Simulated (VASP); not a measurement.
# W (Im-3m) in VASP: further runs

W is run at these levels: PBEsol; tasks: single point.

All numbers are computed with VASP 6.6.1; they aren't measurements. Logs are shortened: lines on timing, memory, paths and dates and some standing lists are left out, and cuts for length are marked.

## (1) The cell of the first run

The structure is cubic, space group Im-3m (No. 229). The conventional cell has a = 2.939 Å, b = 2.939 Å, c = 2.939 Å, α = 90.00°, β = 90.00°, γ = 90.00°. W (site symmetry m-3m) has 14 W at 2.55 to 2.94 Å within 3.4 Å.

## (2) Single point, PBEsol (strain -0.080 along x and y, -0.080 along z)

The input, INCAR:

```
SYSTEM = W
ALGO = Fast ; EDIFF = 1E-6
ENCUT = 520 ; GGA = PS
ISIF = 2 ; ISMEAR = 0
LASPH = .True. ; LCHARG = .False.
LREAL = .False. ; LWAVE = .False.
NBANDS = 13 ; NELM = 100
PREC = Accurate ; SIGMA = 0.15
```

The input, KPOINTS:

```
k-points
0
Gamma
  20 20 20
  0 0 0
```

The input, POSCAR:

```
W
1.0
   -1.4695160000      1.4695160000      1.4695160000
    1.4695160000     -1.4695160000      1.4695160000
    1.4695160000      1.4695160000     -1.4695160000
W
1
Direct
    0.0000000000      0.0000000000      0.0000000000
```

Potentials or basis: VASP PAW PBE potentials, release 64 (W_sv).

Run with:

```
cat potpaw_PBE.64/W_sv/POTCAR > POTCAR
mpirun -np 1 vasp_std > vasp.out
```

OUTCAR:

```text
SYSTEM = W
   EDIFF = 1E-6
   ENCUT = 520
   GGA = PS
   ISIF = 2
   ISMEAR = 0
   LASPH = .True.
   LREAL = .False.
   NELM = 100
   PREC = Accurate

 ion  position               nearest neighbor table
   1  0.000  0.000  0.000-

  LATTYP: Found a body centered cubic cell.
 ALAT       =     2.9390320000

  Lattice vectors:

 A1 = (  -1.4695160000,   1.4695160000,   1.4695160000)
 A2 = (   1.4695160000,  -1.4695160000,   1.4695160000)
 A3 = (   1.4695160000,   1.4695160000,  -1.4695160000)

Analysis of symmetry for initial positions (statically):
=====================================================================
 Subroutine PRICEL returns:
 Original cell was already a primitive cell.

 Routine SETGRP: Setting up the symmetry group for a
 body centered cubic supercell.

 Subroutine GETGRP returns: Found 48 space group operations
 (whereof 48 operations were pure point group operations)
 out of a pool of 48 trial point group operations.

The static configuration has the point symmetry O_h .

Analysis of symmetry for dynamics (positions and initial velocities):
=====================================================================
 Subroutine PRICEL returns:
 Original cell was already a primitive cell.

 Routine SETGRP: Setting up the symmetry group for a
 body centered cubic supercell.

 Subroutine GETGRP returns: Found 48 space group operations
 (whereof 48 operations were pure point group operations)
 out of a pool of 48 trial point group operations.

The dynamic configuration has the point symmetry O_h .

 Subroutine INISYM returns: Found 48 space group operations
 (whereof 48 operations are pure point group operations),
 and found     1 'primitive' translations

----------------------------------------------------------------------------------------

                                     Primitive cell

  volume of cell :      12.6935

  direct lattice vectors                    reciprocal lattice vectors
    -1.469516000  1.469516000  1.469516000     0.000000000  0.340248082  0.340248082
     1.469516000 -1.469516000  1.469516000     0.340248082  0.000000000  0.340248082
     1.469516000  1.469516000 -1.469516000     0.340248082  0.340248082  0.000000000

  length of vectors
     2.545276375  2.545276375  2.545276375     0.481183452  0.481183452  0.481183452

  position of ions in fractional coordinates (direct lattice)
     0.000000000  0.000000000  0.000000000

  ion indices of the primitive-cell ions
   primitive index   ion index
                 1           1

----------------------------------------------------------------------------------------

 KPOINTS: k-points

Automatic generation of k-mesh.
 Grid dimensions read from file:
 generate k-points for:   20   20   20

 Generating k-lattice:

  Cartesian coordinates                     Fractional coordinates (reciprocal lattice)
     0.000000000  0.017012404  0.017012404     0.050000000  0.000000000  0.000000000
     0.017012404  0.000000000  0.017012404     0.000000000  0.050000000  0.000000000
     0.017012404  0.017012404  0.000000000     0.000000000  0.000000000  0.050000000

  Length of vectors
     0.024059173  0.024059173  0.024059173

  Shift w.r.t. Gamma in fractional coordinates (k-lattice)
     0.000000000  0.000000000  0.000000000

 Subroutine IBZKPT returns following result:
 ===========================================

 Found    256 irreducible k-points:

 Following reciprocal coordinates:
            Coordinates               Weight
  0.000000  0.000000  0.000000      1.000000
  0.050000  0.000000  0.000000     12.000000
  0.100000  0.000000  0.000000     12.000000
  0.150000  0.000000  0.000000     12.000000
  0.200000  0.000000  0.000000     12.000000
  0.250000  0.000000  0.000000     12.000000
[... 16 lines left out ...]
  0.200000  0.100000  0.000000     48.000000
  0.250000  0.100000  0.000000     48.000000
 [... further k-points ...]
   k-points           NKPTS =    256   k-points in BZ     NKDIM =    256   number of bands    NBANDS=     13
   number of dos      NEDOS =    301   number of ions     NIONS =      1
   total plane-waves  NPLWV =   8000
   dimension x,y,z NGX =    20 NGY =   20 NGZ =   20
   dimension x,y,z NGXF=    40 NGYF=   40 NGZF=   40
   ions per type =               1
   NGX,Y,Z   is equivalent  to a cutoff of  13.06, 13.06, 13.06 a.u.
   NGXF,Y,Z  is equivalent  to a cutoff of  26.13, 26.13, 26.13 a.u.
 SYSTEM =  W
   PREC   = accura    normal or accurate (medium, high low for compatibility)
   ISTART =      0    job   : 0-new  1-cont  2-samecut
   ICHARG =      2    charge: 1-file 2-atom 10-const
   ISPIN  =      1    spin polarized calculation?
   LNONCOLLINEAR =      F non collinear calculations
   LSORBIT =      F    spin-orbit coupling
   LASPH  =      T    aspherical Exc in radial PAW
   ENCUT  =  520.0 eV  38.22 Ry    6.18 a.u.   4.73  4.73  4.73*2*pi/ulx,y,z
   NELM   =    100;   NELMIN=  2; NELMDL= -5     # of ELM steps
   EDIFF  = 0.1E-05   stopping-criterion for ELM
   LREAL  =      F    real-space projection
   EDIFFG = 0.1E-04   stopping-criterion for IOM
   NSW    =      0    number of steps for IOM
   IBRION =     -1    ionic relax: 0-MD 1-quasi-New 2-CG
   NFREE  =      0    steps in history (QN), initial steepest desc. (CG)
   ISIF   =      2    stress and relaxation
   ISYM   =      2    0-nonsym 1-usesym 2-fastsym
   POTIM  = 0.5000    time-step for ionic-motion
   TEBEG  =    0.0;   TEEND  =   0.0 temperature during run
   PSTRESS=    0.0 pullay stress
   NELECT =      14.0000    total number of electrons
   NUPDOWN=      -1.0000    fix difference up-down
   EMIN   =  10.00;   EMAX   =-10.00  energy-range for DOS
   EFERMI =   0.00;   METHOD = LEGACY
   ISMEAR =     0;   SIGMA  =   0.15  broadening in eV -4-tet -1-fermi 0-gaus
   EFERMI_NEDOS =   21; number of points for ismear=-14 and -15
   IALGO  =     68    algorithm
   IMIX   =      4    mixing-type and parameters
     AMIX     =   0.40;   BMIX     =  1.00
     AMIX_MAG =   1.60;   BMIX_MAG =  1.00
  volume/ion in A,a.u.               =      12.69        85.66
  Fermi-wavevector in a.u.,A,eV,Ry     =   1.691440  3.196358 38.925838  2.860968
  Thomas-Fermi vector in A             =   2.773206
   LORBIT       =      0    0 simple, 1 ext, 2 COOP (PROOUT), +10 PAW based schemes
   GGA     = PS    functional components
   LHFCALC =     F    Hartree Fock is set to
   AEXX    =    0.0000 exact exchange contribution
   IVDW    =     0    specifies the selected vdW correction
   LEPSILON=     F    determine dielectric tensor
   LRPA    =     F    only Hartree local field effects (RPA)
 non-spin polarized calculation
 RMM-DIIS sequential band-by-band and
 Gauss-broadening in eV      SIGMA  =   0.15
  energy-cutoff  :      520.00
  volume of cell :       12.69
 maximum number of plane-waves:       370
   NGX =  9   NGY =  9   NGZ =  9

 number of electron      13.9999997 magnetization

 Free energy of the ion-electron system (eV)
  ---------------------------------------------------
  ext. energy  EPLUGINS =         0.00000000
  ---------------------------------------------------
  free energy    TOTEN  =       -12.95707290 eV

  energy without entropy =      -12.95164282  energy(sigma->0) =      -12.95435786

 E-fermi :  14.9446     XC(G=0): -15.0646

 val. band max:       14.9357184811   @ k =   0.5000   0.5000   0.2500
 cond. band min:      14.9896142597   @ k =  -0.2500   0.3000   0.1000
 fundamental gap:      0.0538957786
 Fermi energy:        14.9445752908

 k-point     1 :       0.0000    0.0000    0.0000
  band No.  band energies     occupation
      1     -59.2103      2.00000
      2     -22.2562      2.00000
      3     -22.2562      2.00000
      4     -22.2562      2.00000
      5       3.9827      2.00000
      6      13.0683      2.00000
      7      13.0683      2.00000
      8      13.0683      2.00000
      9      17.5252      0.00000
     10      17.5252      0.00000
     11      29.7498      0.00000
     12      29.7498      0.00000
     13      29.7498      0.00000

 k-point     2 :       0.0500    0.0000    0.0000
  band No.  band energies     occupation
      1     -59.2020      2.00000
      2     -22.3293      2.00000
      3     -22.2776      2.00000
      4     -22.2570      2.00000
      5       4.1466      2.00000
      6      12.9630      2.00000
      7      13.0457      2.00000
      8      13.2263      2.00000
      9      17.3357      0.00000
     10      17.5210      0.00000
     11      29.9023      0.00000
     12      30.0155      0.00000
     13      30.2127      0.00000

 k-point     3 :       0.1000    0.0000    0.0000
  band No.  band energies     occupation
      1     -59.1777      2.00000
      2     -22.5381      2.00000
      3     -22.3391      2.00000
      4     -22.2593      2.00000
      5       4.6160      2.00000
      6      12.6704      2.00000
      7      12.9529      2.00000
      8      13.6960      2.00000
      9      16.9246      0.00000
     10      17.5181      0.00000
     11      30.3176      0.00000
     12      30.7890      0.00000
     13      31.4425      0.00000
[... 305 lines left out ...]
 k-point    23 :       0.2000    0.1000    0.0000
  band No.  band energies     occupation
      1     -59.0206      2.00000
      2     -23.7139      2.00000
      3     -22.6943      2.00000
      4     -22.3605      2.00000
      5       7.2386      2.00000
      6      11.3024      2.00000
      7      11.9554      2.00000
      8      16.2419      0.00000
      9      17.5331      0.00000
     10      18.2688      0.00000
     11      31.4023      0.00000
     12      33.6661      0.00000
     13      35.5419      0.00000

 k-point    24 :       0.2500    0.1000    0.0000
  band No.  band energies     occupation
      1     -58.9689      2.00000
      2     -24.0566      2.00000
      3     -22.8401      2.00000
      4     -22.3700      2.00000
      5       7.6368      2.00000
      6      10.8825      2.00000
      7      12.3041      2.00000
      8      16.5865      0.00000
      9      18.4895      0.00000
     10      19.0608      0.00000
     11      30.3477      0.00000
     12      33.4095      0.00000
     13      36.6088      0.00000

 [... further k-points ...]

------------------------ aborting loop because EDIFF is reached ----------------------------------------

  FORCE on cell =-STRESS in cart. coord.  units (eV):
  Direction    XX          YY          ZZ          XY          YZ          ZX
  --------------------------------------------------------------------------------------
  -------------------------------------------------------------------------------------
  Total        8.5598770      8.5598770      8.5598770     -0.0000000      0.0000000     -0.0000000
  in kB     1080.4263314   1080.4263314   1080.4263314     -0.0000000      0.0000000     -0.0000000
  external PRESSURE =    1080.4263314 kB  Pullay stress =       0.0000000 kB

 VOLUME and BASIS-vectors are now :
 -----------------------------------------------------------------------------
  energy-cutoff  :      520.00
  volume of cell :       12.69
      direct lattice vectors                 reciprocal lattice vectors
    -1.469516000  1.469516000  1.469516000     0.000000000  0.340248082  0.340248082
     1.469516000 -1.469516000  1.469516000     0.340248082  0.000000000  0.340248082
     1.469516000  1.469516000 -1.469516000     0.340248082  0.340248082  0.000000000

 POSITION                                       TOTAL-FORCE (eV/Angst)
 -----------------------------------------------------------------------------------
      0.00000      0.00000      0.00000         0.000000     -0.000000      0.000000
 -----------------------------------------------------------------------------------
    total drift:                                0.000000     -0.000000      0.000000

  FREE ENERGIE OF THE ION-ELECTRON SYSTEM (eV)
  ---------------------------------------------------
  free  energy   TOTEN  =       -12.9570728981 eV

  energy  without entropy=      -12.9516428228  energy(sigma->0) =      -12.95435786
```

Wall time 26 s (1 thread of AMD EPYC 7R13 (Zen 3), shared host); peak memory 0.13 GiB.

What came out:

* Free energy: -12.9571 eV
* Pressure: 108.0 GPa
* Band gap on the k mesh: zero (band 7 reaches 21.75 eV, above the bottom of band 8 at 13.07 eV)

Levels at points of the mesh, in eV from the Fermi level:
| k point | band 4 | band 5 | band 6 | band 7 | band 8 | band 9 | band 10 | band 11 |
| --- | --- | --- | --- | --- | --- | --- | --- | --- |
| (0.00, 0.00, 0.00) | -37.20 | -10.96 | -1.88 | -1.88 | -1.88 | 2.58 | 2.58 | 14.81 |
| (0.50, 0.00, 0.00) | -37.23 | -8.08 | -5.01 | 1.68 | 2.69 | 3.96 | 8.26 | 11.87 |
| (0.50, 0.50, 0.50) | -38.97 | -8.09 | -8.09 | 6.81 | 6.81 | 6.81 | 10.20 | 10.20 |

Caveat: the cell differs from its parent crystal (strain -0.080 along x and y, -0.080 along z); the PAW data sets were made with another functional, which shifts forces and pressure a little; spin-orbit coupling is left out, which moves the levels of the heavy elements.

## (3) Single point, PBEsol (strain -0.040 along x and y, -0.040 along z)

The input, INCAR:

```
PREC = Accurate
ENCUT = 520
EDIFF = 1E-6
ISMEAR = 0
SIGMA = 0.15
LREAL = F
LASPH = T
NELM = 100
ALGO = Normal
ISIF = 2
LWAVE = F
LCHARG = F
GGA = PS
NBANDS = 13
```

The input, KPOINTS:

```
regular mesh
0
Gamma
  20 20 20
```

The input, POSCAR:

```
W
1.0
   -1.5334080000      1.5334080000      1.5334080000
    1.5334080000     -1.5334080000      1.5334080000
    1.5334080000      1.5334080000     -1.5334080000
W
1
Direct
    0.0000000000      0.0000000000      0.0000000000
```

Potentials or basis: VASP PAW PBE potentials, release 64 (W_sv).

Run with:

```
cat potpaw_PBE.64/W_sv/POTCAR > POTCAR
mpirun -np 1 vasp_std > vasp.out
```

Wall time 22 s (1 thread of AMD EPYC 7R13 (Zen 3), shared host); peak memory 0.13 GiB.

The run converged. Its results:

```yaml
Free_energy: -13.6833 eV
Pressure: 33.6 GPa
Band_gap_on_the_k_mesh: zero (band 7 reaches 18.59 eV, above the bottom of band 8 at 11.28 eV)
```

Levels at points of the mesh, in eV from the Fermi level:
```csv
k point,band 3,band 4,band 5,band 6,band 7,band 8,band 9,band 10,band 11,band 12
"(0.00, 0.00, 0.00)",-37.51,-37.51,-10.24,-1.49,-1.49,-1.49,2.38,2.38,14.67,14.67
"(0.50, 0.00, 0.00)",-38.07,-37.52,-7.01,-4.14,1.01,2.35,3.45,6.98,11.67,12.63
"(0.50, 0.50, 0.50)",-38.72,-38.72,-6.74,-6.74,5.82,5.82,5.82,9.00,9.00,9.00
```

Caveat: the cell differs from its parent crystal (strain -0.040 along x and y, -0.040 along z); the PAW data sets were made with another functional, which shifts forces and pressure a little; spin-orbit coupling is left out, which moves the levels of the heavy elements.

## (4) Single point, PBEsol (strain +0.040 along x and y, +0.040 along z)

The input, INCAR:

```
ALGO = Normal
EDIFF = 1E-7
ENCUT = 520
GGA = PS
ISIF = 2
ISMEAR = 0
LASPH = True
LCHARG = True
LELF = True
LREAL = False
LVHAR = True
LWAVE = False
NBANDS = 13
NELM = 100
PREC = Accurate
SIGMA = 0.15
```

The input, KPOINTS:

```
k-points
0
Gamma
  20 20 20
```

The input, POSCAR:

```
W
1.0
   -1.6611920000      1.6611920000      1.6611920000
    1.6611920000     -1.6611920000      1.6611920000
    1.6611920000      1.6611920000     -1.6611920000
W
1
Direct
    0.0000000000      0.0000000000      0.0000000000
```

Run with:

```
cat potpaw_PBE.64/W_sv/POTCAR > POTCAR
mpirun -np 1 vasp_std > vasp.out
```

It took 42 s on 1 thread of AMD EPYC 7R13 (Zen 3), shared host; peak memory 0.15 GiB.

Results (log left out):

```yaml
Free_energy: -13.4742 eV
Pressure: -36.1 GPa
Band_gap_on_the_k_mesh: zero (band 7 reaches 13.48 eV, above the bottom of band 8 at 8.27 eV)
```

Levels at points of the mesh, in eV from the Fermi level:
```csv
k point,band 3,band 4,band 5,band 6,band 7,band 8,band 9,band 10,band 11,band 12
"(0.00, 0.00, 0.00)",-38.11,-38.11,-8.85,-1.04,-1.04,-1.04,1.87,1.87,14.17,14.17
"(0.50, 0.00, 0.00)",-38.37,-38.11,-5.42,-2.95,0.30,1.70,2.51,4.94,8.87,11.09
"(0.50, 0.50, 0.50)",-38.67,-38.67,-4.80,-4.80,4.17,4.17,4.17,7.18,7.18,7.18
```

Caveat: the cell differs from its parent crystal (strain +0.040 along x and y, +0.040 along z); the PAW data sets were made with another functional, which shifts forces and pressure a little; spin-orbit coupling is left out, which moves the levels of the heavy elements.

## (5) Single point, PBEsol (strain +0.080 along x and y, +0.080 along z)

The input, INCAR:

```
SYSTEM = W
  PREC = Accurate
  ENCUT = 520
  EDIFF = 1E-7
  ISMEAR = 0
  SIGMA = 0.15
  LREAL = .FALSE.
  LASPH = .TRUE.
  NELM = 60
  ALGO = Normal
  ISIF = 2
  LWAVE = .FALSE.
  LCHARG = .FALSE.
  GGA = PS
  NBANDS = 13
```

The input, KPOINTS:

```
regular mesh
0
G
  20 20 20
  0 0 0
```

The input, POSCAR:

```
W
1.0
   -1.7250840000      1.7250840000      1.7250840000
    1.7250840000     -1.7250840000      1.7250840000
    1.7250840000      1.7250840000     -1.7250840000
W
1
Direct
    0.0000000000      0.0000000000      0.0000000000
```

Run with:

```
cat potpaw_PBE.64/W_sv/POTCAR > POTCAR
mpirun -np 1 vasp_std > vasp.out
```

Wall time 45 s (1 thread of AMD EPYC 7R13 (Zen 3), shared host); peak memory 0.16 GiB.

It converged, with:

| Quantity | Value |
| --- | --- |
| Free energy | -12.8803 eV |
| Pressure | -48.8 GPa |
| Band gap on the k mesh | zero (band 7 reaches 11.42 eV, above the bottom of band 8 at 7.00 eV) |

Levels at points of the mesh, in eV from the Fermi level:
| k point | band 4 | band 5 | band 6 | band 7 | band 8 | band 9 | band 10 | band 11 |
| --- | --- | --- | --- | --- | --- | --- | --- | --- |
| (0.00, 0.00, 0.00) | -38.35 | -8.18 | -0.89 | -0.89 | -0.89 | 1.63 | 1.63 | 13.88 |
| (0.50, 0.00, 0.00) | -38.35 | -4.79 | -2.51 | 0.17 | 1.44 | 2.12 | 4.15 | 7.45 |
| (0.50, 0.50, 0.50) | -38.73 | -4.07 | -4.07 | 3.53 | 3.53 | 3.53 | 6.52 | 6.52 |

Caveat: the cell differs from its parent crystal (strain +0.080 along x and y, +0.080 along z); the PAW data sets were made with another functional, which shifts forces and pressure a little; spin-orbit coupling is left out, which moves the levels of the heavy elements.

## (6) Summary

| cell | gap on the mesh (eV) | pressure (GPa) |
| --- | --- | --- |
| a = 2.545 Å, angles 109.5°, 1 atom | none | 108.0 |
| a = 2.656 Å, angles 109.5°, 1 atom | none | 33.6 |
| a = 2.877 Å, angles 109.5°, 1 atom | none | -36.1 |
| a = 2.988 Å, angles 109.5°, 1 atom | none | -48.8 |

Alike in all rows: task single point; level PBEsol; potentials or basis VASP PAW PBE potentials, release 64 (W_sv); no spin polarisation; k mesh 20 × 20 × 20; cutoff (eV) 520; smearing gaussian 0.15 eV.

Caveats: the PAW data sets were made with another functional, which shifts forces and pressure a little; spin-orbit coupling is left out, which moves the levels of the heavy elements.

Total energies depend on the potentials used, so only differences within one code and one set of settings carry meaning.
